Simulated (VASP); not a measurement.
Write the native input for VASP 6.6.1 that does the following.

```
Task                   : single point
Functional             : PBE
Potentials or basis    : VASP PAW PBE potentials, release 64 (Zn, Cu)
Cutoff                 : 520 eV
k mesh                 : 10 × 10 × 10
Occupations            : fermi-dirac, width 0.05 eV
Spin                   : collinear spin
Starting moments       : [0.0, 0.8] μB
Fixed moment           : 0.8 μB
Dipole correction      : no
Further INCAR settings : ALGO = Normal; EDIFF = 1e-07; NBANDS = 22
```

The structure of ZnCu lies in POSCAR:

```
ZnCu
1.0
    2.9450000000      0.0000000000      0.0000000000
    0.0000000000      2.9450000000      0.0000000000
    0.0000000000      0.0000000000      2.9450000000
Zn Cu
1 1
Direct
    0.5000000000      0.5000000000      0.5000000000
    0.0000000000      0.0000000000      0.0000000000
```

These files were run (other wordings do the same):

INCAR

```
SYSTEM = ZnCu
ALGO = Normal
EDIFF = 1E-7
ENCUT = 520
GGA = PE
ISIF = 2
ISMEAR = -1
ISPIN = 2
LASPH = .TRUE.
LCHARG = .TRUE.
LELF = .TRUE.
LMAXMIX = 4
LORBIT = 11
LREAL = .FALSE.
LVHAR = .TRUE.
LWAVE = .FALSE.
MAGMOM = 0 0.8
NBANDS = 22
NELM = 150
NUPDOWN = 0.8
PREC = Accurate
SIGMA = 0.05
```

KPOINTS

```
k-points
0
G
  10 10 10
  0 0 0
```

Potentials or basis: VASP PAW PBE potentials, release 64 (Zn, Cu).

Run with:

```bash
$ cat potpaw_PBE.64/Zn/POTCAR potpaw_PBE.64/Cu/POTCAR > POTCAR
$ mpirun -np 1 vasp_std > vasp.out
```

It gave:

The pressure is 6.4 GPa, the net moment is 0.80 μB per cell and the site moments are Zn +0.20; Cu +0.33 μB. The valence electrons inside the program's atomic spheres are Zn 10.85; Cu 9.98.

Caveat: the cell stands under pressure; the total moment is fixed, so each spin has its own Fermi level and the state may be an excited one.

Wall time 65 s on 1 thread of AMD EPYC 7R43 64-Core Processor (Zen 3) (shared host), peak memory 0.14 GiB.
